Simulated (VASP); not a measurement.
# CaO (Pm-3m) in VASP: G0W0 quasiparticle levels with PBE

Aim: the G0W0 quasiparticle levels of CaO with PBE.

Everything below comes from runs of VASP 6.6.1. Logs are shortened: lines on timing, memory, paths and dates and some standing lists are left out, and cuts for length are marked.

## 1. The cell of the first run

Symmetry: Pm-3m, No. 221, cubic system. Conventional cell: a = 2.903 Å, b = 2.903 Å, c = 2.903 Å, α = 90.00°, β = 90.00°, γ = 90.00°. Ca (site symmetry m-3m) has 8 O at 2.51 Å and 6 Ca at 2.90 Å within 3.3 Å. O (site symmetry m-3m) has 8 Ca at 2.51 Å and 6 O at 2.90 Å within 3.3 Å.

## 2. G0W0 quasiparticle levels, PBE

File POSCAR:

```
CaO
1.0
    2.9032089656      0.0000000000      0.0000000000
    0.0000000000      2.9032089656      0.0000000000
    0.0000000000      0.0000000000      2.9032089656
Ca O
1 1
Direct
    0.0000000000      0.0000000000      0.0000000000
    0.5000000000      0.5000000000      0.5000000000
```

File INCAR.step1:

```
SYSTEM = CaO
ALGO = Normal
EDIFF = 1E-8
ENCUT = 500
GGA = PE
ISMEAR = 0
LASPH = .True.
LCHARG = .False.
LREAL = .False.
LWAVE = .True.
NELM = 60
PREC = Accurate
SIGMA = 0.01
```

File INCAR.step2:

```
SYSTEM = CaO
ALGO = Exact
EDIFF = 1E-8
ENCUT = 500
GGA = PE
ISMEAR = 0
ISTART = 1
LASPH = .True.
LCHARG = .False.
LOPTICS = .True.
LREAL = .False.
LWAVE = .True.
NBANDS = 81
NELM = 1
PREC = Accurate
SIGMA = 0.01
```

File INCAR.step3:

```
SYSTEM = CaO
ALGO = EVGW0
EDIFF = 1E-8
ENCUT = 500
ENCUTGW = 120.0
GGA = PE
ISMEAR = 0
ISTART = 1
LASPH = .True.
LCHARG = .False.
LREAL = .False.
LWAVE = .False.
NBANDS = 81
NBANDSGW = 16
NELMGW = 1
NOMEGA = 96
OMEGAMAX = 20
PREC = Accurate
PRECFOCK = Fast
SIGMA = 0.01
```

File KPOINTS:

```
k-points
0
Gamma
  6 6 6
  0 0 0
```

Potentials or basis: VASP PAW PBE potentials, release 64 (Ca_sv_GW, O_GW).

Run with:

```bash
cat potpaw_PBE.64/Ca_sv_GW/POTCAR potpaw_PBE.64/O_GW/POTCAR > POTCAR
cp INCAR.step1 INCAR
mpirun -np 1 vasp_std > vasp.out
cp INCAR.step2 INCAR
mpirun -np 1 vasp_std > vasp.out
cp INCAR.step3 INCAR
mpirun -np 1 vasp_std > vasp.out
```

OUTCAR:

```text
SYSTEM = CaO
   EDIFF = 1E-8
   ENCUT = 500
   ENCUTGW = 120.0
   GGA = PE
   ISMEAR = 0
   ISTART = 1
   LASPH = .True.
   LREAL = .False.
   NELMGW = 1
   PREC = Accurate
   PRECFOCK = Fast

 ion  position               nearest neighbor table
   1  0.000  0.000  0.000-   2 2.51   2 2.51   2 2.51   2 2.51   2 2.51   2 2.51   2 2.51   2 2.51

   2  0.500  0.500  0.500-   1 2.51   1 2.51   1 2.51   1 2.51   1 2.51   1 2.51   1 2.51   1 2.51

  LATTYP: Found a simple cubic cell.
 ALAT       =     2.9032089656

  Lattice vectors:

 A1 = (   2.9032089656,   0.0000000000,   0.0000000000)
 A2 = (   0.0000000000,   2.9032089656,   0.0000000000)
 A3 = (   0.0000000000,   0.0000000000,   2.9032089656)

Analysis of symmetry for initial positions (statically):
=====================================================================
 Subroutine PRICEL returns:
 Original cell was already a primitive cell.

 Routine SETGRP: Setting up the symmetry group for a
 simple cubic supercell.

 Subroutine GETGRP returns: Found 48 space group operations
 (whereof 48 operations were pure point group operations)
 out of a pool of 48 trial point group operations.

The static configuration has the point symmetry O_h .

Analysis of symmetry for dynamics (positions and initial velocities):
=====================================================================
 Subroutine PRICEL returns:
 Original cell was already a primitive cell.

 Routine SETGRP: Setting up the symmetry group for a
 simple cubic supercell.

 Subroutine GETGRP returns: Found 48 space group operations
 (whereof 48 operations were pure point group operations)
 out of a pool of 48 trial point group operations.

The dynamic configuration has the point symmetry O_h .

 Subroutine INISYM returns: Found 48 space group operations
 (whereof 48 operations are pure point group operations),
 and found     1 'primitive' translations

----------------------------------------------------------------------------------------

                                     Primitive cell

  volume of cell :      24.4701

  direct lattice vectors                    reciprocal lattice vectors
     2.903208966  0.000000000  0.000000000     0.344446442  0.000000000  0.000000000
     0.000000000  2.903208966  0.000000000     0.000000000  0.344446442  0.000000000
     0.000000000  0.000000000  2.903208966     0.000000000  0.000000000  0.344446442

  length of vectors
     2.903208966  2.903208966  2.903208966     0.344446442  0.344446442  0.344446442

  position of ions in fractional coordinates (direct lattice)
     0.000000000  0.000000000  0.000000000
     0.500000000  0.500000000  0.500000000

  ion indices of the primitive-cell ions
   primitive index   ion index
                 1           1
                 2           2

----------------------------------------------------------------------------------------

 KPOINTS: k-points

Automatic generation of k-mesh.
 Grid dimensions read from file:
 generate k-points for:    6    6    6

 Generating k-lattice:

  Cartesian coordinates                     Fractional coordinates (reciprocal lattice)
     0.057407740  0.000000000  0.000000000     0.166666667  0.000000000  0.000000000
     0.000000000  0.057407740  0.000000000     0.000000000  0.166666667  0.000000000
     0.000000000  0.000000000  0.057407740     0.000000000  0.000000000  0.166666667

  Length of vectors
     0.057407740  0.057407740  0.057407740

  Shift w.r.t. Gamma in fractional coordinates (k-lattice)
     0.000000000  0.000000000  0.000000000

 Subroutine IBZKPT returns following result:
 ===========================================

 Found     20 irreducible k-points:

 Following reciprocal coordinates:
            Coordinates               Weight
  0.000000  0.000000  0.000000      1.000000
  0.166667  0.000000  0.000000      6.000000
  0.333333  0.000000  0.000000      6.000000
  0.500000  0.000000  0.000000      3.000000
  0.166667  0.166667  0.000000     12.000000
  0.333333  0.166667  0.000000     24.000000
[... 12 lines left out ...]
  0.500000  0.500000  0.333333      6.000000
  0.500000  0.500000  0.500000      1.000000
   k-points           NKPTS =     20   k-points in BZ     NKDIM =    216   number of bands    NBANDS=     81
   number of dos      NEDOS =    301   number of ions     NIONS =      2
   total plane-waves  NPLWV =  13824
   dimension x,y,z NGX =    24 NGY =   24 NGZ =   24
   dimension x,y,z NGXF=    48 NGYF=   48 NGZF=   48
   ions per type =               1   1
   NGX,Y,Z   is equivalent  to a cutoff of  13.74, 13.74, 13.74 a.u.
   NGXF,Y,Z  is equivalent  to a cutoff of  27.49, 27.49, 27.49 a.u.
 SYSTEM =  CaO
   PREC   = accura    normal or accurate (medium, high low for compatibility)
   ISTART =      1    job   : 0-new  1-cont  2-samecut
   ICHARG =      0    charge: 1-file 2-atom 10-const
   ISPIN  =      1    spin polarized calculation?
   LNONCOLLINEAR =      F non collinear calculations
   LSORBIT =      F    spin-orbit coupling
   LASPH  =      T    aspherical Exc in radial PAW
   ENCUT  =  500.0 eV  36.75 Ry    6.06 a.u.   5.29  5.29  5.29*2*pi/ulx,y,z
   NELM   =     60;   NELMIN=  2; NELMDL=  0     # of ELM steps
   EDIFF  = 0.1E-07   stopping-criterion for ELM
   LREAL  =      F    real-space projection
   EDIFFG = 0.1E-06   stopping-criterion for IOM
   NSW    =      0    number of steps for IOM
   IBRION =     -1    ionic relax: 0-MD 1-quasi-New 2-CG
   NFREE  =      0    steps in history (QN), initial steepest desc. (CG)
   ISIF   =      0    stress and relaxation
   ISYM   =      3    0-nonsym 1-usesym 2-fastsym
   POTIM  = 0.5000    time-step for ionic-motion
   TEBEG  =    0.0;   TEEND  =   0.0 temperature during run
   PSTRESS=    0.0 pullay stress
   NELECT =      16.0000    total number of electrons
   NUPDOWN=      -1.0000    fix difference up-down
   EMIN   =  10.00;   EMAX   =-10.00  energy-range for DOS
   EFERMI =   0.00;   METHOD = LEGACY
   ISMEAR =     0;   SIGMA  =   0.01  broadening in eV -4-tet -1-fermi 0-gaus
   EFERMI_NEDOS =   21; number of points for ismear=-14 and -15
   IALGO  =     38    algorithm
   IMIX   =      4    mixing-type and parameters
     AMIX     =   0.40;   BMIX     =  1.00
     AMIX_MAG =   1.60;   BMIX_MAG =  1.00
  volume/ion in A,a.u.               =      12.24        82.57
  Fermi-wavevector in a.u.,A,eV,Ry     =   1.420921  2.685151 27.470378  2.019016
  Thomas-Fermi vector in A             =   2.541785
   LORBIT       =      0    0 simple, 1 ext, 2 COOP (PROOUT), +10 PAW based schemes
   GGA     = PE    functional components
   LHFCALC =     T    Hartree Fock is set to
   PRECFOCK=fast      Normal, Fast or Accurate (Low or Medium for compatibility)
   ENCUT4O =  -1.0   cutoff for four orbital integrals eV
   NKREDX  =     1    reduce k-point grid by
   NKREDY  =     1    reduce k-point grid by
   NKREDZ  =     1    reduce k-point grid by
   AEXX    =    1.0000 exact exchange contribution
   HFSCREEN=    0.0000 screening length (either q_TF or 0.3 A-1)
   HFSCREENC=   0.0000 screening length for correlation (either q_TF or 0.3 A-1)
   ENCUTFOCK=  -1.0 apply spherical cutoff to Coloumb kernel
   IVDW    =     0    specifies the selected vdW correction
   LEPSILON=     F    determine dielectric tensor
   LRPA    =     F    only Hartree local field effects (RPA)
   LRPAFORCE           =     F    calculate RPA forces
   ENCUTGW             = 120.0    cutoff for response function in eV
   ENCUTGWSOFT         =  96.0    soft cutoff for Coulomb kernel in GW response function in eV
   ENCUTLF             =  -1.0    cutoff for local field effects
   NELMGW              =     1    number of iterations in solving QP/BSE equation
   NELMHF              =     1    number of iterations in the inner HF iteration
   NKREDLFX            =     1    NKREDLFY  =   1   NKREDLFZ  =   1
 non-spin polarized calculation
 Gauss-broadening in eV      SIGMA  =   0.01
  energy-cutoff  :      500.00
  volume of cell :       24.47
 maximum number of plane-waves:       632
 NGX is ok and might be reduce to    24
  NGX = 12; NGY = 12; NGZ = 12
   NGX = 11   NGY = 11   NGZ = 11
 maximum number of plane-waves:        81

 QP shifts <psi_nk| G(iteration)W_0 |psi_nk>: iteration 1
 for sc-GW calculations column KS-energies equals QP-energies in previous step
 and V_xc(KS)=  KS-energies - (<T + V_ion + V_H > + <T+V_H+V_ion>^1  + <V_x>^1)

 k-point   1 :       0.0000    0.0000    0.0000
  band No.  KS-energies  QP-energies   sigma(KS)   V_xc(KS)     V^pw_x(r,r')   Z            occupation Imag(sigma)

      1     -32.5268     -33.7603     -22.6240     -20.5381     -34.3382       0.5914       2.0000       0.6552
      2     -12.9697     -14.9163     -22.8810     -20.2625     -28.1664       0.7434       2.0000       0.1457
      3     -12.9697     -14.9163     -22.8810     -20.2625     -28.1664       0.7434       2.0000       0.1457
      4     -12.9697     -14.9163     -22.8810     -20.2625     -28.1664       0.7434       2.0000       0.1457
      5      -9.6792     -11.1591     -21.2938     -18.9625     -30.4816       0.6348       2.0000       0.6108
      6       6.4578       5.7837     -20.2012     -19.3020     -24.5063       0.7498       2.0000       0.0595
[... 8 lines left out ...]
     15      25.9928      28.3469     -10.5933     -13.2964      -5.0837       0.8709       0.0000      -0.7433
     16      25.9928      28.3469     -10.5933     -13.2964      -5.0837       0.8709       0.0000      -0.7433

 k-point   2 :       0.1667    0.0000    0.0000
  band No.  KS-energies  QP-energies   sigma(KS)   V_xc(KS)     V^pw_x(r,r')   Z            occupation Imag(sigma)

      1     -32.4850     -33.7254     -22.6664     -20.5733     -34.3635       0.5926       2.0000       0.6487
      2     -13.4128     -15.2715     -22.3059     -19.7472     -28.0186       0.7264       2.0000       0.2065
      3     -12.9385     -14.8815     -22.9082     -20.2939     -28.1843       0.7432       2.0000       0.1401
      4     -12.9385     -14.8815     -22.9082     -20.2939     -28.1843       0.7432       2.0000       0.1401
      5      -9.3318     -10.8651     -21.7870     -19.4162     -30.5859       0.6467       2.0000       0.5808
      6       5.2745       4.4724     -18.5504     -17.4748     -22.6250       0.7458       2.0000       0.0658
[... 8 lines left out ...]
     15      24.4818      26.0378      -9.6813     -11.4984      -4.3623       0.8563       0.0000      -0.6230
     16      25.1578      27.3693     -12.0654     -14.6265      -6.0841       0.8635       0.0000      -0.8973

 k-point   3 :       0.3333    0.0000    0.0000
  band No.  KS-energies  QP-energies   sigma(KS)   V_xc(KS)     V^pw_x(r,r')   Z            occupation Imag(sigma)

      1     -32.4001     -33.6550     -22.7528     -20.6464     -34.4167       0.5958       2.0000       0.6340
      2     -14.1461     -15.8954     -21.5515     -19.0698     -27.7455       0.7049       2.0000       0.2879
      3     -12.8753     -14.8139     -22.9639     -20.3585     -28.2207       0.7441       2.0000       0.1277
      4     -12.8753     -14.8139     -22.9639     -20.3585     -28.2207       0.7441       2.0000       0.1277
      5      -8.7486     -10.3531     -22.4603     -20.0562     -30.8533       0.6674       2.0000       0.5521
      6       3.6416       2.6690     -17.3216     -15.9875     -21.6773       0.7290       2.0000       0.0926
[... 314 lines left out ...]
      1     -32.0966     -33.4356     -23.0726     -20.8950     -34.6056       0.6149       2.0000       0.6386
      2     -13.7598     -15.6802     -22.2043     -19.5688     -27.6347       0.7286       2.0000       0.1443
      3     -13.7598     -15.6802     -22.2043     -19.5688     -27.6347       0.7286       2.0000       0.1443
      4     -13.4744     -15.3939     -22.4444     -19.8279     -27.8026       0.7336       2.0000       0.1255
      5      -8.6032     -10.1852     -22.3482     -19.9599     -31.2915       0.6624       2.0000       0.5693
      6       3.6442       2.7353     -17.5836     -16.3346     -22.0362       0.7277       2.0000       0.0927
[... 8 lines left out ...]
     15      19.8820      20.7370     -11.1697     -12.2447      -5.7362       0.7953       0.0000      -0.3155
     16      20.8042      22.3190     -12.1678     -14.1143      -6.1587       0.7782       0.0000      -0.5625

 k-point  20 :       0.5000    0.5000    0.5000
  band No.  KS-energies  QP-energies   sigma(KS)   V_xc(KS)     V^pw_x(r,r')   Z            occupation Imag(sigma)

      1     -32.0602     -33.4106     -23.1114     -20.9243     -34.6290       0.6174       2.0000       0.6379
      2     -13.7040     -15.6129     -22.2556     -19.6349     -27.6609       0.7284       2.0000       0.1262
      3     -13.7040     -15.6129     -22.2556     -19.6349     -27.6609       0.7284       2.0000       0.1262
      4     -13.7040     -15.6129     -22.2556     -19.6349     -27.6609       0.7284       2.0000       0.1262
      5      -8.4590     -10.0443     -22.5232     -20.1285     -31.4392       0.6620       2.0000       0.5550
      6       3.3399       2.4337     -17.2325     -15.9783     -21.7004       0.7226       2.0000       0.1004
[... 8 lines left out ...]
     15      19.3305      20.0466     -10.3328     -11.2107      -5.0670       0.8156       0.0000      -0.2679
     16      19.3305      20.0466     -10.3328     -11.2107      -5.0670       0.8156       0.0000      -0.2679
```

Run time: 2.2 min. Hardware: 1 thread of Intel Xeon 6975P-C (Granite Rapids), shared host; peak memory 0.42 GiB.

Results:

```yaml
Quasiparticle_gap: 4.97 eV
Least_direct_quasiparticle_gap: 5.34 eV
Band_gap_of_the_starting_levels_on_the_mesh: 2.77 eV
Least_direct_gap_of_the_starting_levels_on_the_mesh: 3.08 eV
```

Caveat: the k points lie up to 0.36 Å⁻¹ apart; bands, screening cutoff and mesh are small and nothing is extrapolated, so the quasiparticle values aren't converged; the structure was generated, so it needn't be the stable form of CaO.
